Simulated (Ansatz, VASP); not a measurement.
One calculation of Ir, two programs

The input INCAR:

```
SYSTEM = Ir
ALGO = Fast ; EDIFF = 1E-6
ENCUT = 520 ; ISIF = 2
ISMEAR = -1 ; LASPH = .TRUE.
LCHARG = .FALSE. ; LREAL = .FALSE.
LWAVE = .FALSE. ; NBANDS = 16
NELM = 100 ; PREC = Accurate
SIGMA = 0.05
```

File KPOINTS:

```
k-points
0
G
  11 11 6
  0 0 0
```

POSCAR

```
Ir
1.0
    2.7329117147      0.0000000000      0.0000000000
   -1.3664558574      2.3667709712      0.0000000000
    0.0000000000      0.0000000000      4.4323408426
Ir
2
Direct
    0.3333333333      0.6666666667      0.2500000000
    0.6666666667      0.3333333333      0.7500000000
```

File input.yaml:

```yaml
crystal:
  lattice:
    - [2.7329117147, 0.0, 0.0]
    - [-1.3664558574, 2.3667709712, 0.0]
    - [0.0, 0.0, 4.4323408426]
  atoms:
    - { symbol: Ir, position: [0.3333333333, 0.6666666667, 0.25] }
    - { symbol: Ir, position: [0.6666666667, 0.3333333333, 0.75] }
kpoints:
  mp_grid: { grid: [11, 11, 6] }
scf:
  occupations: { method: fermi_dirac, width: 0.05 }
hamiltonian:
  xc: lda
  pseudopotentials: { kind: all_electron, lapw: { basis_error: 0.001 } }
output:
  forces: true
  stress: true
  eigenvalues: true
```

Change from the starting cell: volume scaled by 0.98.

Alike in both runs: task single point; functional LDA; k mesh 11 × 11 × 6; occupations fermi-dirac, width 0.05 eV; no spin polarisation.

|  | VASP | Ansatz |
| --- | --- | --- |
| version | VASP 6.6.1 | Ansatz 0.2.0 |
| potentials or method | VASP PAW LDA potentials, release 64 (Ir), cutoff 520 eV | all-electron LAPW, scalar-relativistic |

Ansatz gave:

```
gap on the k mesh at the Fermi level (eV)                     : none
pressure (GPa)                                                : -11.2
traceless stress, the component that is largest in VASP (GPa) : -0.32
```

Task: What did VASP give for the same quantities?

Result: gap on the k mesh at the Fermi level (eV): none; pressure (GPa): -8.9; traceless stress, the component that is largest in VASP (GPa): -0.26.

LDA's correlation is that of Perdew and Zunger in VASP and of Perdew and Wang (1992) in Ansatz. A gap of «none» marks a metal or a gap that the smearing closes. Ansatz ran all-electron here, and VASP with PAW potentials.

Spin-orbit coupling is off throughout.
